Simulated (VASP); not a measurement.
# CuO (C2/c) in VASP: single point with PBE

Aim: the single point of CuO with PBE.

All numbers are computed with VASP 6.6.1; they aren't measurements. Logs are shortened: lines on timing, memory, paths and dates and some standing lists are left out, and cuts for length are marked.

## (1) The cell of the first run

The typed cell holds 4 atoms: a = 2.921 Å, b = 2.921 Å, c = 5.144 Å, α = 90.01°, β = 90.01°, γ = 89.87°.

## (2) Single point, PBE (10.97 Å³/atom)

File INCAR:

```
SYSTEM = CuO
PREC = Accurate
ENCUT = 820
EDIFF = 1E-6
ISMEAR = 0
SIGMA = 0.05
LREAL = .FALSE.
LASPH = .TRUE.
NELM = 120
ALGO = Normal
ISIF = 2
LWAVE = .FALSE.
LCHARG = .FALSE.
GGA = PE
NBANDS = 33
GGA_COMPAT = .FALSE.
```

File KPOINTS:

```
regular mesh
0
G
  12 12 8
  0 0 0
```

File POSCAR:

```
CuO
1.0
    2.0614044576     -2.0630271768      0.1633275929
    2.0614044576      2.0630271768      0.1633275929
   -0.4075110628      0.0000000000      5.1279265294
Cu O
2 2
Direct
   -0.0057500000      0.4942500000      0.0018500000
    0.4942500000     -0.0057500000      0.5018500000
    0.4943176937      0.4941823063      0.2518500000
    0.4941823063      0.4943176937      0.7518500000
```

Potentials or basis: VASP PAW PBE potentials, release 64 (Cu_sv_GW, O).

The run is started by

```
> cat potpaw_PBE.64/Cu_sv_GW/POTCAR potpaw_PBE.64/O/POTCAR > POTCAR
> mpirun -np 1 vasp_std > vasp.out
```

OUTCAR:

```text
SYSTEM = CuO
   PREC = Accurate
   ENCUT = 820
   EDIFF = 1E-6
   ISMEAR = 0
   LREAL = .FALSE.
   LASPH = .TRUE.
   NELM = 120
   ISIF = 2
   GGA = PE

 ion  position               nearest neighbor table
   1  0.994  0.494  0.002-   3 1.95   4 1.95   4 1.95   3 1.95
   2  0.494  0.994  0.502-   4 1.95   3 1.95   3 1.95   4 1.95
   3  0.494  0.494  0.252-   1 1.95   2 1.95   2 1.95   1 1.95
   4  0.494  0.494  0.752-   2 1.95   1 1.95   1 1.95   2 1.95

  LATTYP: Found a base centered monoclinic cell.
 ALAT       =     4.1357293144
 B/A-ratio  =     0.9976606398
 C/A-ratio  =     1.2438176914
 COS(beta)  =    -0.0002362655

  Lattice vectors:

 A1 = (   2.0614044576,  -2.0630271768,   0.1633275929)
 A2 = (   2.0614044576,   2.0630271768,   0.1633275929)
 A3 = (  -0.4075110628,   0.0000000000,   5.1279265294)

Analysis of symmetry for initial positions (statically):
=====================================================================
 Subroutine PRICEL returns:
 Original cell was already a primitive cell.

 Routine SETGRP: Setting up the symmetry group for a
 base centered monoclinic supercell.

 Subroutine GETGRP returns: Found  4 space group operations
 (whereof  1 operations were pure point group operations)
 out of a pool of  4 trial point group operations.

The static configuration has the point symmetry C_1 .
 The point group associated with its full space group is C_2h.

Analysis of symmetry for dynamics (positions and initial velocities):
=====================================================================
 Subroutine PRICEL returns:
 Original cell was already a primitive cell.

 Routine SETGRP: Setting up the symmetry group for a
 base centered monoclinic supercell.

 Subroutine GETGRP returns: Found  4 space group operations
 (whereof  1 operations were pure point group operations)
 out of a pool of  4 trial point group operations.

The dynamic configuration has the point symmetry C_1 .
 The point group associated with its full space group is C_2h.

 Subroutine INISYM returns: Found  4 space group operations
 (whereof  1 operations are pure point group operations),
 and found     1 'primitive' translations

----------------------------------------------------------------------------------------

                                     Primitive cell

  volume of cell :      43.8900

  direct lattice vectors                    reciprocal lattice vectors
     2.061404458 -2.063027177  0.163327593     0.241035419 -0.242362294  0.019154838
     2.061404458  2.063027177  0.163327593     0.241035419  0.242362294  0.019154838
    -0.407511063  0.000000000  5.127926529    -0.015354251  0.000000000  0.193790408

  length of vectors
     2.920983631  2.920983631  5.144093288     0.342351373  0.342351373  0.194397724

  position of ions in fractional coordinates (direct lattice)
     0.994250000  0.494250000  0.001850000
     0.494250000  0.994250000  0.501850000
     0.494317694  0.494182306  0.251850000
     0.494182306  0.494317694  0.751850000

  ion indices of the primitive-cell ions
   primitive index   ion index
                 1           1
                 2           2
                 3           3
                 4           4

----------------------------------------------------------------------------------------

 KPOINTS: regular mesh

Automatic generation of k-mesh.
 Grid dimensions read from file:
 generate k-points for:   12   12    8

 Generating k-lattice:

  Cartesian coordinates                     Fractional coordinates (reciprocal lattice)
     0.020086285 -0.020196858  0.001596236     0.083333333  0.000000000 -0.000000000
     0.020086285  0.020196858  0.001596236     0.000000000  0.083333333 -0.000000000
    -0.001919281  0.000000000  0.024223801     0.000000000  0.000000000  0.125000000

  Length of vectors
     0.028529281  0.028529281  0.024299716

  Shift w.r.t. Gamma in fractional coordinates (k-lattice)
     0.000000000  0.000000000  0.000000000

 Subroutine IBZKPT returns following result:
 ===========================================

 Found    320 irreducible k-points:

 Following reciprocal coordinates:
            Coordinates               Weight
  0.000000  0.000000  0.000000      1.000000
  0.083333 -0.000000  0.000000      4.000000
  0.166667 -0.000000  0.000000      4.000000
  0.250000 -0.000000  0.000000      4.000000
  0.333333 -0.000000  0.000000      4.000000
  0.416667 -0.000000  0.000000      4.000000
[... 16 lines left out ...]
  0.500000  0.166667  0.000000      4.000000
 -0.416667  0.166667 -0.000000      4.000000
 [... further k-points ...]
   k-points           NKPTS =    320   k-points in BZ     NKDIM =    320   number of bands    NBANDS=     33
   number of dos      NEDOS =    301   number of ions     NIONS =      4
   total plane-waves  NPLWV =  37632
   dimension x,y,z NGX =    28 NGY =   28 NGZ =   48
   dimension x,y,z NGXF=    56 NGYF=   56 NGZF=   96
   ions per type =               2   2
   NGX,Y,Z   is equivalent  to a cutoff of  15.94, 15.94, 15.51 a.u.
   NGXF,Y,Z  is equivalent  to a cutoff of  31.87, 31.87, 31.03 a.u.
 SYSTEM =  CuO
   PREC   = accura    normal or accurate (medium, high low for compatibility)
   ISTART =      0    job   : 0-new  1-cont  2-samecut
   ICHARG =      2    charge: 1-file 2-atom 10-const
   ISPIN  =      1    spin polarized calculation?
   LNONCOLLINEAR =      F non collinear calculations
   LSORBIT =      F    spin-orbit coupling
   LASPH  =      T    aspherical Exc in radial PAW
   ENCUT  =  820.0 eV  60.27 Ry    7.76 a.u.   6.82  6.82 12.01*2*pi/ulx,y,z
   NELM   =    120;   NELMIN=  2; NELMDL= -5     # of ELM steps
   EDIFF  = 0.1E-05   stopping-criterion for ELM
   LREAL  =      F    real-space projection
   EDIFFG = 0.1E-04   stopping-criterion for IOM
   NSW    =      0    number of steps for IOM
   IBRION =     -1    ionic relax: 0-MD 1-quasi-New 2-CG
   NFREE  =      0    steps in history (QN), initial steepest desc. (CG)
   ISIF   =      2    stress and relaxation
   ISYM   =      2    0-nonsym 1-usesym 2-fastsym
   POTIM  = 0.5000    time-step for ionic-motion
   TEBEG  =    0.0;   TEEND  =   0.0 temperature during run
   PSTRESS=    0.0 pullay stress
   NELECT =      50.0000    total number of electrons
   NUPDOWN=      -1.0000    fix difference up-down
   EMIN   =  10.00;   EMAX   =-10.00  energy-range for DOS
   EFERMI =   0.00;   METHOD = LEGACY
   ISMEAR =     0;   SIGMA  =   0.05  broadening in eV -4-tet -1-fermi 0-gaus
   EFERMI_NEDOS =   21; number of points for ismear=-14 and -15
   IALGO  =     38    algorithm
   IMIX   =      4    mixing-type and parameters
     AMIX     =   0.40;   BMIX     =  1.00
     AMIX_MAG =   1.60;   BMIX_MAG =  1.00
  volume/ion in A,a.u.               =      10.97        74.05
  Fermi-wavevector in a.u.,A,eV,Ry     =   1.709790  3.231035 39.775043  2.923383
  Thomas-Fermi vector in A             =   2.788209
   LORBIT       =      0    0 simple, 1 ext, 2 COOP (PROOUT), +10 PAW based schemes
   GGA     = PE    functional components
   LHFCALC =     F    Hartree Fock is set to
   AEXX    =    0.0000 exact exchange contribution
   IVDW    =     0    specifies the selected vdW correction
   LEPSILON=     F    determine dielectric tensor
   LRPA    =     F    only Hartree local field effects (RPA)
 non-spin polarized calculation
 Gauss-broadening in eV      SIGMA  =   0.05
  energy-cutoff  :      820.00
  volume of cell :       43.89
 maximum number of plane-waves:      2376
   NGX = 13   NGY = 13   NGZ = 25

 number of electron      50.0000007 magnetization

 Free energy of the ion-electron system (eV)
  ---------------------------------------------------
  ext. energy  EPLUGINS =         0.00000000
  ---------------------------------------------------
  free energy    TOTEN  =       -19.89669609 eV

  energy without entropy =      -19.89294383  energy(sigma->0) =      -19.89481996

 E-fermi :   5.0578     XC(G=0): -11.7168

 val. band max:        5.0572325309   @ k =   0.0833   0.0833   0.3750
 cond. band min:       5.0596774244   @ k =  -0.1667   0.1667   0.0000
 fundamental gap:      0.0024448935
 Fermi energy:         5.0578085959

 k-point     1 :       0.0000    0.0000    0.0000
  band No.  band energies     occupation
      1    -107.7233      2.00000
      2    -107.7229      2.00000
      3     -65.2133      2.00000
      4     -65.2133      2.00000
      5     -65.1790      2.00000
      6     -65.1734      2.00000
[... 25 lines left out ...]
     32      19.5665      0.00000
     33      19.9427      0.00000

 k-point     2 :       0.0833   -0.0000    0.0000
  band No.  band energies     occupation
      1    -107.7233      2.00000
      2    -107.7227      2.00000
      3     -65.2140      2.00000
      4     -65.2132      2.00000
      5     -65.1787      2.00000
      6     -65.1735      2.00000
[... 25 lines left out ...]
     32      19.6760      0.00000
     33      19.8959      0.00000

 k-point     3 :       0.1667   -0.0000    0.0000
  band No.  band energies     occupation
      1    -107.7230      2.00000
      2    -107.7226      2.00000
      3     -65.2161      2.00000
      4     -65.2129      2.00000
      5     -65.1782      2.00000
      6     -65.1735      2.00000
[... 25 lines left out ...]
     32      19.9163      0.00000
     33      20.2118      0.00000

 k-point     4 :       0.2500   -0.0000    0.0000
  band No.  band energies     occupation
      1    -107.7228      2.00000
      2    -107.7224      2.00000
      3     -65.2192      2.00000
      4     -65.2127      2.00000
      5     -65.1774      2.00000
      6     -65.1737      2.00000
[... 25 lines left out ...]
     32      19.6462      0.00000
     33      20.2308      0.00000

 k-point     5 :       0.3333   -0.0000    0.0000
  band No.  band energies     occupation
      1    -107.7226      2.00000
      2    -107.7224      2.00000
      3     -65.2224      2.00000
      4     -65.2125      2.00000
      5     -65.1766      2.00000
      6     -65.1740      2.00000
[... 604 lines left out ...]
 k-point    22 :       0.4167    0.1667    0.0000
  band No.  band energies     occupation
      1    -107.7223      2.00000
      2    -107.7222      2.00000
      3     -65.2245      2.00000
      4     -65.2154      2.00000
      5     -65.1755      2.00000
      6     -65.1742      2.00000
[... 25 lines left out ...]
     32      18.1532      0.00000
     33      18.7345      0.00000

 k-point    23 :       0.5000    0.1667    0.0000
  band No.  band energies     occupation
      1    -107.7222      2.00000
      2    -107.7221      2.00000
      3     -65.2253      2.00000
      4     -65.2154      2.00000
      5     -65.1750      2.00000
      6     -65.1745      2.00000
[... 25 lines left out ...]
     32      18.2283      0.00000
     33      18.2455      0.00000

 k-point    24 :      -0.4167    0.1667   -0.0000
  band No.  band energies     occupation
      1    -107.7223      2.00000
      2    -107.7221      2.00000
      3     -65.2245      2.00000
      4     -65.2154      2.00000
      5     -65.1754      2.00000
      6     -65.1742      2.00000
[... 25 lines left out ...]
     32      18.1362      0.00000
     33      18.7278      0.00000

 [... further k-points ...]

------------------------ aborting loop because EDIFF is reached ----------------------------------------

  FORCE on cell =-STRESS in cart. coord.  units (eV):
  Direction    XX          YY          ZZ          XY          YZ          ZX
  --------------------------------------------------------------------------------------
  -------------------------------------------------------------------------------------
  Total        0.5909434      0.5971466      0.6266852      0.0000000      0.0000000     -0.0020260
  in kB       21.5720099     21.7984513     22.8767386      0.0000000      0.0000000     -0.0739582
  external PRESSURE =      22.0823999 kB  Pullay stress =       0.0000000 kB

 VOLUME and BASIS-vectors are now :
 -----------------------------------------------------------------------------
  energy-cutoff  :      820.00
  volume of cell :       43.89
      direct lattice vectors                 reciprocal lattice vectors
     2.061404458 -2.063027177  0.163327593     0.241035419 -0.242362294  0.019154838
     2.061404458  2.063027177  0.163327593     0.241035419  0.242362294  0.019154838
    -0.407511063  0.000000000  5.127926529    -0.015354251  0.000000000  0.193790408

 POSITION                                       TOTAL-FORCE (eV/Angst)
 -----------------------------------------------------------------------------------
      3.06765     -1.03151      0.25260         0.000000      0.000000     -0.000000
      2.86389      1.03151      2.81656        -0.000000      0.000000     -0.000000
      1.93507     -0.00028      1.45292         0.000000      0.000034     -0.000000
      1.73131      0.00028      4.01688        -0.000000     -0.000034      0.000000
 -----------------------------------------------------------------------------------
    total drift:                               -0.000238      0.000000     -0.000399

  FREE ENERGIE OF THE ION-ELECTRON SYSTEM (eV)
  ---------------------------------------------------
  free  energy   TOTEN  =       -19.8966960876 eV

  energy  without entropy=      -19.8929438293  energy(sigma->0) =      -19.89481996
```

Wall time 14 min (1 thread of Intel Xeon Platinum 8259CL at 2.50GHz (Skylake/Cascade Lake), shared host); peak memory 0.87 GiB.

Results:

- Free energy: -19.8967 eV
- Pressure: 2.2 GPa
- Band gap on the k mesh: zero (bands 25 and 26 overlap by 1.17 eV)

Levels at points of the mesh, in eV from the Fermi level:
```
           k point  band 21  band 22  band 23  band 24  band 25  band 26  band 27  band 28  band 29  band 30
(0.00, 0.00, 0.00)    -2.43    -2.41    -2.32    -1.96     0.66     0.67     1.39     6.05     7.26    13.26
(0.50, 0.00, 0.00)    -2.30    -1.93    -1.60    -1.54     0.21     0.45     3.59     5.85     6.44    10.93
(0.50, 0.50, 0.00)    -2.38    -2.38    -1.60    -1.22    -1.22     1.13     2.05     7.10     9.80     9.84
(0.00, 0.00, 0.50)    -2.33    -2.33    -1.59    -1.59     0.09     0.09     3.46     3.46    11.58    11.58
(0.50, 0.00, 0.50)    -2.42    -2.39    -2.06    -1.84    -0.17     0.67     4.23     5.85     8.25     8.74
(0.50, 0.50, 0.50)    -1.96    -1.96    -1.44    -1.44    -0.50    -0.50     3.92     3.92    10.49    10.49
```

Caveat: semilocal functionals often make such compounds metallic where correlation or magnetic order opens a gap, which also shifts bond lengths. With open d or f shells a metallic result of PBE can be an artefact of self-interaction; +U or a hybrid may open a gap.
